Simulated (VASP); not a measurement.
# C (Fd-3m) in VASP: further runs

C is run at these levels: LDA; tasks: single point.

Program: VASP 6.6.1. These are calculated values, not measurements. Logs are shortened: lines on timing, memory, paths and dates and some standing lists are left out, and cuts for length are marked.

## Step 1: The cell of the first run

It takes space group Fd-3m (No. 227, cubic). Conventional cell: a = 2.894 Å, b = 2.894 Å, c = 2.894 Å, α = 90.00°, β = 90.00°, γ = 90.00°. Within 1.7 Å of C (site symmetry -43m) lie 4 C at 1.25 Å.

## Step 2: Single point, LDA (volume scaled by 0.55)

Input file INCAR:

```
  PREC = Accurate
  ENCUT = 520
  EDIFF = 1E-6
  ISMEAR = -1
  SIGMA = 0.08
  LREAL = False
  LASPH = True
  NELM = 60
  ALGO = Normal
  ISIF = 2
  LWAVE = False
  LCHARG = False
  NBANDS = 11
```

Input file KPOINTS:

```
regular mesh
0
Gamma
  20 20 20
```

Input file POSCAR:

```
C
1.0
    0.0000000000      1.4468144302      1.4468144302
    1.4468144302      0.0000000000      1.4468144302
    1.4468144302      1.4468144302      0.0000000000
C
2
Direct
   -0.1250000000     -0.1250000000     -0.1250000000
    0.1250000000      0.1250000000      0.1250000000
```

Potentials or basis: VASP PAW LDA potentials, release 64 (C).

Started as:

```
> cat potpaw_LDA.64/C/POTCAR > POTCAR
> mpirun -np 1 vasp_std > vasp.out
```

OUTCAR:

```text
PREC = Accurate
   ENCUT = 520
   EDIFF = 1E-6
   ISMEAR = -1
   LREAL = False
   LASPH = True
   NELM = 60
   ISIF = 2

 ion  position               nearest neighbor table
   1  0.875  0.875  0.875-   2 1.25   2 1.25   2 1.25   2 1.25
   2  0.125  0.125  0.125-   1 1.25   1 1.25   1 1.25   1 1.25

  LATTYP: Found a face centered cubic cell.
 ALAT       =     2.8936288604

  Lattice vectors:

 A1 = (   0.0000000000,   1.4468144302,   1.4468144302)
 A2 = (   1.4468144302,   0.0000000000,   1.4468144302)
 A3 = (   1.4468144302,   1.4468144302,   0.0000000000)

Analysis of symmetry for initial positions (statically):
=====================================================================
 Subroutine PRICEL returns:
 Original cell was already a primitive cell.

 Routine SETGRP: Setting up the symmetry group for a
 face centered cubic supercell.

 Subroutine GETGRP returns: Found 48 space group operations
 (whereof 12 operations were pure point group operations)
 out of a pool of 48 trial point group operations.

The static configuration has the point symmetry D_3d.
 The point group associated with its full space group is O_h .

Analysis of symmetry for dynamics (positions and initial velocities):
=====================================================================
 Subroutine PRICEL returns:
 Original cell was already a primitive cell.

 Routine SETGRP: Setting up the symmetry group for a
 face centered cubic supercell.

 Subroutine GETGRP returns: Found 48 space group operations
 (whereof 12 operations were pure point group operations)
 out of a pool of 48 trial point group operations.

The dynamic configuration has the point symmetry D_3d.
 The point group associated with its full space group is O_h .

 Subroutine INISYM returns: Found 48 space group operations
 (whereof 12 operations are pure point group operations),
 and found     1 'primitive' translations

----------------------------------------------------------------------------------------

                                     Primitive cell

  volume of cell :       6.0572

  direct lattice vectors                    reciprocal lattice vectors
     0.000000000  1.446814430  1.446814430    -0.345586821  0.345586821  0.345586821
     1.446814430  0.000000000  1.446814430     0.345586821 -0.345586821  0.345586821
     1.446814430  1.446814430  0.000000000     0.345586821  0.345586821 -0.345586821

  length of vectors
     2.046104589  2.046104589  2.046104589     0.598573933  0.598573933  0.598573933

  position of ions in fractional coordinates (direct lattice)
     0.875000000  0.875000000  0.875000000
     0.125000000  0.125000000  0.125000000

  ion indices of the primitive-cell ions
   primitive index   ion index
                 1           1
                 2           2

----------------------------------------------------------------------------------------

 KPOINTS: regular mesh

Automatic generation of k-mesh.
 Grid dimensions read from file:
 generate k-points for:   20   20   20

 Generating k-lattice:

  Cartesian coordinates                     Fractional coordinates (reciprocal lattice)
    -0.017279341  0.017279341  0.017279341     0.050000000  0.000000000  0.000000000
     0.017279341 -0.017279341  0.017279341     0.000000000  0.050000000  0.000000000
     0.017279341  0.017279341 -0.017279341     0.000000000  0.000000000  0.050000000

  Length of vectors
     0.029928697  0.029928697  0.029928697

  Shift w.r.t. Gamma in fractional coordinates (k-lattice)
     0.000000000  0.000000000  0.000000000

 Subroutine IBZKPT returns following result:
 ===========================================

 Found    256 irreducible k-points:

 Following reciprocal coordinates:
            Coordinates               Weight
  0.000000  0.000000  0.000000      1.000000
  0.050000  0.000000  0.000000      8.000000
  0.100000  0.000000  0.000000      8.000000
  0.150000  0.000000  0.000000      8.000000
  0.200000  0.000000  0.000000      8.000000
  0.250000  0.000000  0.000000      8.000000
[... 16 lines left out ...]
 -0.400000  0.050000  0.000000     24.000000
 -0.350000  0.050000  0.000000     24.000000
 [... further k-points ...]
   k-points           NKPTS =    256   k-points in BZ     NKDIM =    256   number of bands    NBANDS=     11
   number of dos      NEDOS =    301   number of ions     NIONS =      2
   total plane-waves  NPLWV =   4096
   dimension x,y,z NGX =    16 NGY =   16 NGZ =   16
   dimension x,y,z NGXF=    32 NGYF=   32 NGZF=   32
   ions per type =               2
   NGX,Y,Z   is equivalent  to a cutoff of  13.00, 13.00, 13.00 a.u.
   NGXF,Y,Z  is equivalent  to a cutoff of  26.00, 26.00, 26.00 a.u.
 SYSTEM =  unknown system
   PREC   = accura    normal or accurate (medium, high low for compatibility)
   ISTART =      0    job   : 0-new  1-cont  2-samecut
   ICHARG =      2    charge: 1-file 2-atom 10-const
   ISPIN  =      1    spin polarized calculation?
   LNONCOLLINEAR =      F non collinear calculations
   LSORBIT =      F    spin-orbit coupling
   LASPH  =      T    aspherical Exc in radial PAW
   ENCUT  =  520.0 eV  38.22 Ry    6.18 a.u.   3.80  3.80  3.80*2*pi/ulx,y,z
   NELM   =     60;   NELMIN=  2; NELMDL= -5     # of ELM steps
   EDIFF  = 0.1E-05   stopping-criterion for ELM
   LREAL  =      F    real-space projection
   EDIFFG = 0.1E-04   stopping-criterion for IOM
   NSW    =      0    number of steps for IOM
   IBRION =     -1    ionic relax: 0-MD 1-quasi-New 2-CG
   NFREE  =      0    steps in history (QN), initial steepest desc. (CG)
   ISIF   =      2    stress and relaxation
   ISYM   =      2    0-nonsym 1-usesym 2-fastsym
   POTIM  = 0.5000    time-step for ionic-motion
   TEBEG  =    0.0;   TEEND  =   0.0 temperature during run
   PSTRESS=    0.0 pullay stress
   NELECT =       8.0000    total number of electrons
   NUPDOWN=      -1.0000    fix difference up-down
   EMIN   =  10.00;   EMAX   =-10.00  energy-range for DOS
   EFERMI =   0.00;   METHOD = LEGACY
   ISMEAR =    -1;   SIGMA  =   0.08  broadening in eV -4-tet -1-fermi 0-gaus
   EFERMI_NEDOS =   21; number of points for ismear=-14 and -15
   IALGO  =     38    algorithm
   IMIX   =      4    mixing-type and parameters
     AMIX     =   0.40;   BMIX     =  1.00
     AMIX_MAG =   1.60;   BMIX_MAG =  1.00
  volume/ion in A,a.u.               =       3.03        20.44
  Fermi-wavevector in a.u.,A,eV,Ry     =   1.796175  3.394279 43.895726  3.226245
  Thomas-Fermi vector in A             =   2.857776
   LORBIT       =      0    0 simple, 1 ext, 2 COOP (PROOUT), +10 PAW based schemes
   GGA     = CA    functional components
   LHFCALC =     F    Hartree Fock is set to
   AEXX    =    0.0000 exact exchange contribution
   IVDW    =     0    specifies the selected vdW correction
   LEPSILON=     F    determine dielectric tensor
   LRPA    =     F    only Hartree local field effects (RPA)
 non-spin polarized calculation
  energy-cutoff  :      520.00
  volume of cell :        6.06
 maximum number of plane-waves:       170
   NGX =  7   NGY =  7   NGZ =  7

 number of electron       8.0000001 magnetization

 Free energy of the ion-electron system (eV)
  ---------------------------------------------------
  ext. energy  EPLUGINS =         0.00000000
  ---------------------------------------------------
  free energy    TOTEN  =       -12.31213288 eV

  energy without entropy =      -12.31213288  energy(sigma->0) =      -12.31213288

 E-fermi :  22.7360     XC(G=0): -16.8018

 val. band max:       21.3223418807   @ k =   0.0000   0.0000   0.0000
 cond. band min:      27.3211289516   @ k =   0.4000   0.4000   0.0000
 fundamental gap:      5.9987870709
 Fermi energy:        22.7359859824

 k-point     1 :       0.0000    0.0000    0.0000
  band No.  band energies     occupation
      1     -10.3222      2.00000
      2      21.3223      2.00000
      3      21.3223      2.00000
      4      21.3223      2.00000
      5      28.6809      0.00000
      6      28.6809      0.00000
      7      28.6809      0.00000
      8      51.0191      0.00000
      9      51.2590      0.00000
     10      56.4057      0.00000
     11      56.4057      0.00000

 k-point     2 :       0.0500    0.0000    0.0000
  band No.  band energies     occupation
      1     -10.2220      2.00000
      2      20.4509      2.00000
      3      21.0742      2.00000
      4      21.0742      2.00000
      5      29.0011      0.00000
      6      29.0011      0.00000
      7      29.4263      0.00000
      8      50.3403      0.00000
      9      51.3778      0.00000
     10      54.0863      0.00000
     11      54.0863      0.00000

 k-point     3 :       0.1000    0.0000    0.0000
  band No.  band energies     occupation
      1      -9.9215      2.00000
      2      18.4681      2.00000
      3      20.4548      2.00000
      4      20.4548      2.00000
      5      29.8085      0.00000
      6      29.8085      0.00000
      7      31.0368      0.00000
      8      48.9416      0.00000
      9      51.7210      0.00000
     10      51.9530      0.00000
     11      51.9530      0.00000

 k-point     4 :       0.1500    0.0000    0.0000
  band No.  band energies     occupation
      1      -9.4217      2.00000
      2      16.0658      2.00000
      3      19.6806      2.00000
      4      19.6806      2.00000
      5      30.8028      0.00000
      6      30.8028      0.00000
      7      32.8394      0.00000
      8      47.4611      0.00000
      9      50.4371      0.00000
     10      50.4371      0.00000
     11      52.2529      0.00000
[... 239 lines left out ...]
 k-point    22 :      -0.4500    0.0500    0.0000
  band No.  band energies     occupation
      1      -1.7988      2.00000
      2       1.1257      2.00000
      3      16.0218      2.00000
      4      16.4406      2.00000
      5      32.1988      0.00000
      6      32.5627      0.00000
      7      40.6458      0.00000
      8      42.5647      0.00000
      9      55.0438      0.00000
     10      56.6572      0.00000
     11      58.7217      0.00000

 k-point    23 :      -0.4000    0.0500    0.0000
  band No.  band energies     occupation
      1      -3.4094      2.00000
      2       3.1261      2.00000
      3      16.0020      2.00000
      4      16.7890      2.00000
      5      32.4702      0.00000
      6      32.5159      0.00000
      7      40.0799      0.00000
      8      42.8678      0.00000
      9      54.0882      0.00000
     10      54.7224      0.00000
     11      57.9028      0.00000

 k-point    24 :      -0.3500    0.0500    0.0000
  band No.  band energies     occupation
      1      -4.9157      2.00000
      2       5.3488      2.00000
      3      16.1339      2.00000
      4      17.2656      2.00000
      5      32.4096      0.00000
      6      32.8842      0.00000
      7      39.1907      0.00000
      8      43.2785      0.00000
      9      51.6029      0.00000
     10      53.9573      0.00000
     11      56.5101      0.00000

 [... further k-points ...]
[... 5 lines left out ...]
  --------------------------------------------------------------------------------------
  -------------------------------------------------------------------------------------
  Total       30.2130933     30.2130933     30.2130933      0.0000000      0.0000000      0.0000000
  in kB     7991.6652382   7991.6652382   7991.6652382      0.0000000      0.0000000      0.0000000
  external PRESSURE =    7991.6652382 kB  Pullay stress =       0.0000000 kB

 VOLUME and BASIS-vectors are now :
 -----------------------------------------------------------------------------
  energy-cutoff  :      520.00
  volume of cell :        6.06
      direct lattice vectors                 reciprocal lattice vectors
     0.000000000  1.446814430  1.446814430    -0.345586821  0.345586821  0.345586821
     1.446814430  0.000000000  1.446814430     0.345586821 -0.345586821  0.345586821
     1.446814430  1.446814430  0.000000000     0.345586821  0.345586821 -0.345586821

 POSITION                                       TOTAL-FORCE (eV/Angst)
 -----------------------------------------------------------------------------------
      2.53193      2.53193      2.53193         0.000000     -0.000000      0.000000
      0.36170      0.36170      0.36170        -0.000000      0.000000     -0.000000
 -----------------------------------------------------------------------------------
    total drift:                               -0.000000      0.000000      0.000000

  FREE ENERGIE OF THE ION-ELECTRON SYSTEM (eV)
  ---------------------------------------------------
  free  energy   TOTEN  =       -12.3121328805 eV

  energy  without entropy=      -12.3121328804  energy(sigma->0) =      -12.31213288
```

It took 5.9 s on 1 thread of Intel Xeon 6975P-C, shared host; peak memory 0.12 GiB.

The run converged, but its numbers aren't listed here, since they failed a check.

## Step 3: Single point, LDA (volume scaled by 0.55)

Input file INCAR:

```
SYSTEM = C
PREC = Accurate
ENCUT = 520
EDIFF = 1E-6
ISMEAR = -1
SIGMA = 0.08
LREAL = .False.
LASPH = .True.
NELM = 60
ALGO = Normal
ISIF = 2
LWAVE = .False.
LCHARG = .False.
GGA = CA
NBANDS = 11
```

Input file KPOINTS:

```
regular mesh
0
Gamma
  20 20 20
  0 0 0
```

POSCAR is that of step 2.

Potentials or basis: VASP PAW LDA potentials, release 64 (C).

Started as:

```
> cat potpaw_LDA.64/C/POTCAR > POTCAR
> mpirun -np 1 vasp_std > vasp.out
```

Run time: 6.9 s. Hardware: 1 thread of Intel Xeon 6975P-C, shared host; peak memory 0.12 GiB.

The run converged, but its numbers aren't listed here, since they failed a check.

## Step 4: Single point, LDA (volume scaled by 0.64)

Input file INCAR:

```
PREC = Accurate
ENCUT = 520
EDIFF = 1E-6
ISMEAR = -1
SIGMA = 0.08
LREAL = F
LASPH = T
NELM = 60
ALGO = Normal
ISIF = 2
LWAVE = F
LCHARG = F
GGA = CA
NBANDS = 11
```

Input file KPOINTS:

```
Automatic mesh
0
Gamma
  20 20 20
```

Input file POSCAR:

```
C
1.0
    0.0000000000      1.5217801907      1.5217801907
    1.5217801907      0.0000000000      1.5217801907
    1.5217801907      1.5217801907      0.0000000000
C
2
Direct
   -0.1250000000     -0.1250000000     -0.1250000000
    0.1250000000      0.1250000000      0.1250000000
```

Started as:

```
> cat potpaw_LDA.64/C/POTCAR > POTCAR
> mpirun -np 1 vasp_std > vasp.out
```

Run time: 5.5 s. Hardware: 1 thread of Intel Xeon 6975P-C, shared host; peak memory 0.12 GiB.

Results (log left out):

* Free energy: -16.1259 eV
* Pressure: 461.7 GPa
* Band gap on the k mesh: 5.44 eV, indirect (least direct gap 6.91 eV)

Levels at points of the mesh, in eV from the valence-band top:
| k point | band 1 | band 2 | band 3 | band 4 | band 5 | band 6 | band 7 | band 8 | band 9 |
| --- | --- | --- | --- | --- | --- | --- | --- | --- | --- |
| (0.00, 0.00, 0.00) | -28.77 | 0.00 | 0.00 | 0.00 | 6.91 | 6.91 | 6.91 | 25.66 | 26.72 |
| (0.50, 0.00, 0.00) | -19.85 | -19.57 | -4.25 | -4.25 | 10.36 | 10.36 | 16.49 | 19.47 | 30.46 |
| (0.50, 0.50, 0.00) | -16.77 | -16.77 | -9.76 | -9.76 | 5.80 | 5.80 | 25.20 | 25.20 | 34.03 |

 A k mesh can miss the band edges.

(Part 1 of 2 ends here.)
